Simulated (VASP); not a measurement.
Wanted: the native input for a VASP 6.6.1 run.

```
Task                   : single point
Functional             : PBE
Potentials or basis    : VASP PAW PBE potentials, release 64 (Cs_sv)
Cutoff                 : 520 eV
k mesh                 : 12 × 12 × 12
Occupations            : gaussian, width 0.1 eV
Spin                   : no spin polarisation
Dipole correction      : no
Further INCAR settings : ALGO = Normal; EDIFF = 1e-07; NBANDS = 16
```

The structure of Cs lies in POSCAR:

```
Cs
1.0
   -2.5738604630      2.5738604630      9.2820982162
    2.5738604630     -2.5738604630      9.2820982162
    2.5738604630      2.5738604630     -9.2820982162
Cs
2
Direct
    0.2500000000      0.7500000000      0.5000000000
    0.5000000000      0.5000000000      0.0000000000
```

One way to write it, as run:

INCAR

```
PREC = Accurate
ENCUT = 520
EDIFF = 1E-7
ISMEAR = 0
SIGMA = 0.1
LREAL = F
LASPH = T
NELM = 100
ALGO = Normal
ISIF = 2
LWAVE = F
LCHARG = F
GGA = PE
NBANDS = 16
```

KPOINTS

```
Automatic mesh
0
Gamma
  12 12 12
```

Potentials or basis: VASP PAW PBE potentials, release 64 (Cs_sv).

Launch:

```console
$ cat potpaw_PBE.64/Cs_sv/POTCAR > POTCAR
$ mpirun -np 1 vasp_std > vasp.out
```

It gave:

```json
{"Pressure": "0.0 GPa", "Band gap on the k mesh": "zero (band 9 reaches 0.86 eV, above the bottom of band 10 at -0.74 eV)"}
```

Caveat: spin-orbit coupling is left out, which moves the levels of the heavy elements.

It took 28 min on 1 thread of AMD EPYC 9R45 96-Core Processor (Zen 5), on a shared host, peak memory 1.2 GiB.
